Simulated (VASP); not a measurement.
Input of a VASP 6.6.1 run:

Contents of INCAR:

```
ALGO     = Normal         # electronic algorithm
EDIFF    = 1E-6           # SCF threshold, eV
ENCUT    = 520            # plane-wave cutoff, eV
GGA      = PS             # functional
ISIF     = 2              # what is computed and relaxed
ISMEAR   = 1              # smearing method
IVDW     = 13             # dispersion correction
LASPH    = True           # aspherical terms in the spheres
LCHARG   = False          # write CHGCAR
LREAL    = False          # projectors in reciprocal space
LWAVE    = False          # write WAVECAR
NBANDS   = 20             # bands
NELM     = 60             # most SCF steps
PREC     = Accurate       # precision mode
SIGMA    = 0.3            # smearing width, eV
```

Contents of KPOINTS:

```
k-points
0
Gamma
  11 11 11
```

Contents of POSCAR:

```
MoS2
1.0
    1.5855000000      0.9153900000      6.1150000000
   -1.5855000000      0.9153900000      6.1150000000
    0.0000000000     -1.8307800000      6.1150000000
Mo S
1 2
Direct
    0.0000000000      0.0000000000      0.0000000000
    0.7500000000      0.7500000000      0.7500000000
    0.2500000000      0.2500000000      0.2500000000
```

Potentials or basis: VASP PAW PBE potentials, release 64 (Mo_sv, S).

The run is started by

```bash
$ cat potpaw_PBE.64/Mo_sv/POTCAR potpaw_PBE.64/S/POTCAR > POTCAR
$ mpirun -np 1 vasp_std > vasp.out
```

What does it give for the largest force?

0.764 eV/Å.

What does it give for the band gap on the k mesh?

Zero (bands 13 and 14 overlap by 0.54 eV).

Forces on the atoms (eV/Å):
```
Mo   0.000  0.000  0.000
S    0.000  0.000  0.764
S    0.000  0.000 -0.764
```

Caveat: so wide a smearing shifts energies and pressures; the PAW data sets were made with another functional, which shifts forces and pressure a little.
